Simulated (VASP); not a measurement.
# TaTlO2 (P6/mmm) in VASP: further runs

Runs on TaTlO2. Level: PBE. Tasks: single point.

All numbers are computed with VASP 6.6.1; they aren't measurements. Logs are shortened: lines on timing, memory, paths and dates and some standing lists are left out, and cuts for length are marked.

### Step 1. The cell of the first run

It takes space group P6/mmm (No. 191, hexagonal). The conventional cell has a = 3.676 Å, b = 3.676 Å, c = 5.940 Å, α = 90.00°, β = 90.00°, γ = 120.00°. Ta (site symmetry 6/mmm) has 6 O at 2.12 Å within 2.8 Å. Within 3.9 Å of Tl (site symmetry 6/mmm) lie 2 Ta at 2.97 Å and 12 O at 3.65 Å and 6 Tl at 3.68 Å. Within 2.8 Å of O (site symmetry -6m2) lie 3 O at 2.12 Å and 3 Ta at 2.12 Å.

The cell was generated, and may not be a known phase.

### Step 2. Single point, PBE

INCAR reads:

```
ALGO = Normal
EDIFF = 1E-6
ENCUT = 700
GGA = PE
GGA_COMPAT = False
ISIF = 2
ISMEAR = 0
LASPH = True
LCHARG = True
LELF = True
LREAL = False
LVHAR = True
LWAVE = False
NBANDS = 27
NELM = 120
PREC = Accurate
SIGMA = 0.1
```

KPOINTS reads:

```
k-points
0
Gamma
  6 6 2
```

POSCAR reads:

```
TaTlO2
1.0
    3.6762308620      0.0000000000      0.0000000000
   -1.8381154310      3.1837093166      0.0000000000
    0.0000000000      0.0000000000      5.9398502473
Ta Tl O
1 1 2
Direct
    0.0000000000      0.0000000000      0.5000000000
    0.0000000000      0.0000000000      0.0000000000
    0.3333333333      0.6666666667      0.5000000000
    0.6666666667      0.3333333333      0.5000000000
```

Potentials or basis: VASP PAW PBE potentials, release 64 (Ta_sv_GW, Tl_d, O).

The run is started by

```console
cat potpaw_PBE.64/Ta_sv_GW/POTCAR potpaw_PBE.64/Tl_d/POTCAR potpaw_PBE.64/O/POTCAR > POTCAR
mpirun -np 1 vasp_std > vasp.out
```

OUTCAR:

```text
EDIFF = 1E-6
   ENCUT = 700
   GGA = PE
   ISIF = 2
   ISMEAR = 0
   LASPH = True
   LREAL = False
   NELM = 120
   PREC = Accurate

 ion  position               nearest neighbor table
   1  0.000  0.000  0.500-   3 2.12   4 2.12   3 2.12   4 2.12   4 2.12   3 2.12   2 2.97   2 2.97

   2  0.000  0.000  0.000-   1 2.97   1 2.97
   3  0.333  0.667  0.500-   1 2.12   1 2.12   1 2.12
   4  0.667  0.333  0.500-   1 2.12   1 2.12   1 2.12

  LATTYP: Found a hexagonal cell.
 ALAT       =     3.6762308620
 C/A-ratio  =     1.6157446228

  Lattice vectors:

 A1 = (   3.6762308620,   0.0000000000,   0.0000000000)
 A2 = (  -1.8381154310,   3.1837093166,   0.0000000000)
 A3 = (   0.0000000000,   0.0000000000,   5.9398502473)

Analysis of symmetry for initial positions (statically):
=====================================================================
 Subroutine PRICEL returns:
 Original cell was already a primitive cell.

 Routine SETGRP: Setting up the symmetry group for a
 hexagonal supercell.

 Subroutine GETGRP returns: Found 24 space group operations
 (whereof 24 operations were pure point group operations)
 out of a pool of 24 trial point group operations.

The static configuration has the point symmetry D_6h.

Analysis of symmetry for dynamics (positions and initial velocities):
=====================================================================
 Subroutine PRICEL returns:
 Original cell was already a primitive cell.

 Routine SETGRP: Setting up the symmetry group for a
 hexagonal supercell.

 Subroutine GETGRP returns: Found 24 space group operations
 (whereof 24 operations were pure point group operations)
 out of a pool of 24 trial point group operations.

The dynamic configuration has the point symmetry D_6h.

 Subroutine INISYM returns: Found 24 space group operations
 (whereof 24 operations are pure point group operations),
 and found     1 'primitive' translations

----------------------------------------------------------------------------------------

                                     Primitive cell

  volume of cell :      69.5203

  direct lattice vectors                    reciprocal lattice vectors
[... 75 lines left out ...]
   LNONCOLLINEAR =      F non collinear calculations
   LSORBIT =      F    spin-orbit coupling
   LASPH  =      T    aspherical Exc in radial PAW
   ENCUT  =  700.0 eV  51.45 Ry    7.17 a.u.   7.93  7.93 12.81*2*pi/ulx,y,z
   NELM   =    120;   NELMIN=  2; NELMDL= -5     # of ELM steps
   EDIFF  = 0.1E-05   stopping-criterion for ELM
   LREAL  =      F    real-space projection
   EDIFFG = 0.1E-04   stopping-criterion for IOM
   NSW    =      0    number of steps for IOM
   IBRION =     -1    ionic relax: 0-MD 1-quasi-New 2-CG
   NFREE  =      0    steps in history (QN), initial steepest desc. (CG)
   ISIF   =      2    stress and relaxation
   ISYM   =      2    0-nonsym 1-usesym 2-fastsym
   POTIM  = 0.5000    time-step for ionic-motion
   TEBEG  =    0.0;   TEEND  =   0.0 temperature during run
   PSTRESS=    0.0 pullay stress
   NELECT =      38.0000    total number of electrons
   NUPDOWN=      -1.0000    fix difference up-down
   EMIN   =  10.00;   EMAX   =-10.00  energy-range for DOS
   EFERMI =   0.00;   METHOD = LEGACY
   ISMEAR =     0;   SIGMA  =   0.10  broadening in eV -4-tet -1-fermi 0-gaus
   EFERMI_NEDOS =   21; number of points for ismear=-14 and -15
   IALGO  =     38    algorithm
   IMIX   =      4    mixing-type and parameters
     AMIX     =   0.40;   BMIX     =  1.00
     AMIX_MAG =   1.60;   BMIX_MAG =  1.00
  volume/ion in A,a.u.               =      17.38       117.29
  Fermi-wavevector in a.u.,A,eV,Ry     =   1.338542  2.529478 24.377501  1.791696
  Thomas-Fermi vector in A             =   2.467005
   LORBIT       =      0    0 simple, 1 ext, 2 COOP (PROOUT), +10 PAW based schemes
   GGA     = PE    functional components
   LHFCALC =     F    Hartree Fock is set to
   AEXX    =    0.0000 exact exchange contribution
   IVDW    =     0    specifies the selected vdW correction
   LEPSILON=     F    determine dielectric tensor
   LRPA    =     F    only Hartree local field effects (RPA)
 non-spin polarized calculation
 Gauss-broadening in eV      SIGMA  =   0.10
  energy-cutoff  :      700.00
  volume of cell :       69.52
 maximum number of plane-waves:      2946
 NGX is ok and might be reduce to    32
   NGX = 15   NGY = 15   NGZ = 25

 number of electron      38.0000005 magnetization

 Free energy of the ion-electron system (eV)
  ---------------------------------------------------
  ext. energy  EPLUGINS =         0.00000000
  ---------------------------------------------------
  free energy    TOTEN  =       -31.19619659 eV

  energy without entropy =      -31.18070317  energy(sigma->0) =      -31.18844988

 E-fermi :   6.4799     XC(G=0): -10.5566

 val. band max:        6.4558734141   @ k =   0.3333   0.0000   0.5000
 cond. band min:       6.5432921473   @ k =   0.3333   0.3333   0.0000
 fundamental gap:      0.0874187332
 Fermi energy:         6.4799062840

 k-point     1 :       0.0000    0.0000    0.0000
  band No.  band energies     occupation
      1     -63.1881      2.00000
      2     -29.7899      2.00000
      3     -29.3598      2.00000
      4     -29.3598      2.00000
      5     -14.2534      2.00000
      6     -10.0052      2.00000
[... 409 lines left out ...]
     26      13.1670      0.00000
     27      13.1670      0.00000

------------------------ aborting loop because EDIFF is reached ----------------------------------------

  FORCE on cell =-STRESS in cart. coord.  units (eV):
  Direction    XX          YY          ZZ          XY          YZ          ZX
  --------------------------------------------------------------------------------------
  -------------------------------------------------------------------------------------
  Total       -0.1134770     -0.1134770     -0.1335743      0.0000000      0.0000000      0.0000000
  in kB       -2.6152113     -2.6152113     -3.0783771      0.0000000      0.0000000      0.0000000
  external PRESSURE =      -2.7695999 kB  Pullay stress =       0.0000000 kB

 VOLUME and BASIS-vectors are now :
 -----------------------------------------------------------------------------
  energy-cutoff  :      700.00
  volume of cell :       69.52
      direct lattice vectors                 reciprocal lattice vectors
     3.676230862  0.000000000  0.000000000     0.272017737  0.157049514  0.000000000
    -1.838115431  3.183709317  0.000000000     0.000000000  0.314099027  0.000000000
     0.000000000  0.000000000  5.939850247     0.000000000  0.000000000  0.168354413

 POSITION                                       TOTAL-FORCE (eV/Angst)
 -----------------------------------------------------------------------------------
      0.00000      0.00000      2.96993         0.000000      0.000000      0.000000
      0.00000      0.00000      0.00000        -0.000000      0.000000      0.000000
     -0.00000      2.12247      2.96993        -0.000000      0.000000      0.000000
      1.83812      1.06124      2.96993         0.000000      0.000000      0.000000
 -----------------------------------------------------------------------------------
    total drift:                                0.000000     -0.000000     -0.000000

  FREE ENERGIE OF THE ION-ELECTRON SYSTEM (eV)
  ---------------------------------------------------
  free  energy   TOTEN  =       -31.1961965851 eV

  energy  without entropy=      -31.1807031710  energy(sigma->0) =      -31.18844988
```

OSZICAR:

```text
N       E                     dE             d eps       ncg     rms          rms(c)
DAV:   1     0.365054552991E+03    0.36505E+03   -0.25370E+04   780   0.171E+03
DAV:   2    -0.156479967162E+02   -0.38070E+03   -0.36998E+03   949   0.407E+02
DAV:   3    -0.400552185607E+02   -0.24407E+02   -0.24283E+02   965   0.979E+01
[... 13 lines left out ...]
DAV:  17    -0.311961951936E+02    0.99304E-04   -0.32571E-04   868   0.936E-02    0.118E+00
DAV:  18    -0.311961971226E+02   -0.19290E-05   -0.69999E-05   863   0.478E-02    0.255E-01
DAV:  19    -0.311962011069E+02   -0.39843E-05   -0.92948E-06   884   0.151E-02    0.405E-01
DAV:  20    -0.311961965433E+02    0.45636E-05   -0.19409E-05   884   0.212E-02    0.113E-01
DAV:  21    -0.311961965851E+02   -0.41742E-07   -0.10267E-06   592   0.506E-03
   1 F= -.31196197E+02 E0= -.31188450E+02  d E =-.154934E-01
```

Wall time 36 s (1 thread of AMD EPYC 9R45 (Zen 5), shared host); peak memory 0.22 GiB.

What came out:

```yaml
Free_energy: -31.1962 eV
Pressure: -0.3 GPa
Band_gap_on_the_k_mesh: zero (bands 19 and 20 overlap by 1.33 eV)
```

Levels at points of the mesh, in eV from the Fermi level:
```
           k point  band 15  band 16  band 17  band 18  band 19  band 20  band 21  band 22  band 23  band 24
(0.00, 0.00, 0.00)    -5.71    -1.81    -1.28    -1.28     0.64     0.64     0.67     1.08     6.94     6.94
(0.50, 0.00, 0.00)    -5.48    -3.41    -3.29    -2.08    -1.36     0.19     1.31     1.89     2.86     3.28
(0.00, 0.00, 0.50)    -4.49    -3.57    -1.82    -1.27    -1.27     0.41     0.41     4.58     7.63     7.63
(0.50, 0.00, 0.50)    -5.71    -3.41    -2.94    -2.50    -1.98    -0.69    -0.16     3.02     3.27     5.32
```

Caveat: the k points lie up to 0.53 Å⁻¹ apart, too coarse for converged energies and pressures of a metal; spin-orbit coupling is left out, which moves the levels of the heavy elements.

### Step 3. Single point, PBE

This run uses another cell than the first one, of 18.04 Å³/atom.

INCAR reads:

```
PREC = Accurate
ENCUT = 700
EDIFF = 1E-6
ISMEAR = 0
SIGMA = 0.1
LREAL = F
LASPH = T
NELM = 120
ALGO = Normal
ISIF = 2
LWAVE = F
LCHARG = F
GGA = PE
NBANDS = 27
GGA_COMPAT = F
```

KPOINTS reads:

```
Automatic mesh
0
Gamma
  6 6 4
```

POSCAR reads:

```
TaTlO2
1.0
    3.6762838326      0.0000000000      0.0000000000
   -1.8381419163      3.1837551905      0.0000000000
    0.0000000000      0.0000000000      6.1648209370
Ta Tl O
1 1 2
Direct
    0.0000000000      0.0000000000      0.5000000000
    0.0000000000      0.0000000000      0.0000000000
    0.3333333333      0.6666666667      0.5000000000
    0.6666666667      0.3333333333      0.5000000000
```

Potentials or basis: VASP PAW PBE potentials, release 64 (Ta_sv_GW, Tl_d, O).

The run is started by

```console
cat potpaw_PBE.64/Ta_sv_GW/POTCAR potpaw_PBE.64/Tl_d/POTCAR potpaw_PBE.64/O/POTCAR > POTCAR
mpirun -np 1 vasp_std > vasp.out
```

OUTCAR:

```text
PREC = Accurate
   ENCUT = 700
   EDIFF = 1E-6
   ISMEAR = 0
   LREAL = F
   LASPH = T
   NELM = 120
   ISIF = 2
   GGA = PE

 ion  position               nearest neighbor table
   1  0.000  0.000  0.500-   3 2.12   4 2.12   3 2.12   4 2.12   4 2.12   3 2.12   2 3.08   2 3.08

   2  0.000  0.000  0.000-   1 3.08   1 3.08
   3  0.333  0.667  0.500-   1 2.12   1 2.12   1 2.12
   4  0.667  0.333  0.500-   1 2.12   1 2.12   1 2.12

  LATTYP: Found a hexagonal cell.
 ALAT       =     3.6762838326
[... 821 lines left out ...]

  FORCE on cell =-STRESS in cart. coord.  units (eV):
  Direction    XX          YY          ZZ          XY          YZ          ZX
  --------------------------------------------------------------------------------------
  -------------------------------------------------------------------------------------
  Total       -0.0328378     -0.0328378     -0.0866668      0.0000000     -0.0000000      0.0000000
  in kB       -0.7291484     -0.7291484     -1.9243958      0.0000000     -0.0000000      0.0000000
  external PRESSURE =      -1.1275642 kB  Pullay stress =       0.0000000 kB

 VOLUME and BASIS-vectors are now :
 -----------------------------------------------------------------------------
  energy-cutoff  :      700.00
  volume of cell :       72.16
      direct lattice vectors                 reciprocal lattice vectors
     3.676283833  0.000000000  0.000000000     0.272013818  0.157047251  0.000000000
    -1.838141916  3.183755190  0.000000000     0.000000000  0.314094502  0.000000000
     0.000000000  0.000000000  6.164820937     0.000000000  0.000000000  0.162210713

 POSITION                                       TOTAL-FORCE (eV/Angst)
 -----------------------------------------------------------------------------------
      0.00000      0.00000      3.08241        -0.000000      0.000000      0.000000
      0.00000      0.00000      0.00000        -0.000000      0.000000      0.000000
     -0.00000      2.12250      3.08241         0.000000     -0.000000      0.000000
      1.83814      1.06125      3.08241        -0.000000      0.000000      0.000000
 -----------------------------------------------------------------------------------
    total drift:                                0.000000      0.000000     -0.000000

  FREE ENERGIE OF THE ION-ELECTRON SYSTEM (eV)
  ---------------------------------------------------
  free  energy   TOTEN  =       -31.2412531103 eV

  energy  without entropy=      -31.2292827924  energy(sigma->0) =      -31.23526795
```

stdout:

```text
POSCAR found type information on POSCAR TaTlO
 POSCAR found :  3 types and       4 ions
 scaLAPACK will be used
 LDA part: xc-table for (Slater+PW92), standard interpolation
 POSCAR, INCAR and KPOINTS ok, starting setup
 FFT: planning ... GRIDC
 FFT: planning ... GRID_SOFT
 FFT: planning ... GRID
 WAVECAR not read
 entering main loop
```

It took 1.8 min on 1 thread of AMD EPYC 7R43 (Zen 3), shared host; peak memory 0.23 GiB.

Results:

```yaml
Free_energy: -31.2413 eV
Pressure: -0.1 GPa
Band_gap_on_the_k_mesh: zero (bands 19 and 20 overlap by 1.57 eV)
```

Caveat: spin-orbit coupling is left out, which moves the levels of the heavy elements.

The gap in the log of VASP goes by the Fermi energy; the results here count the filled bands.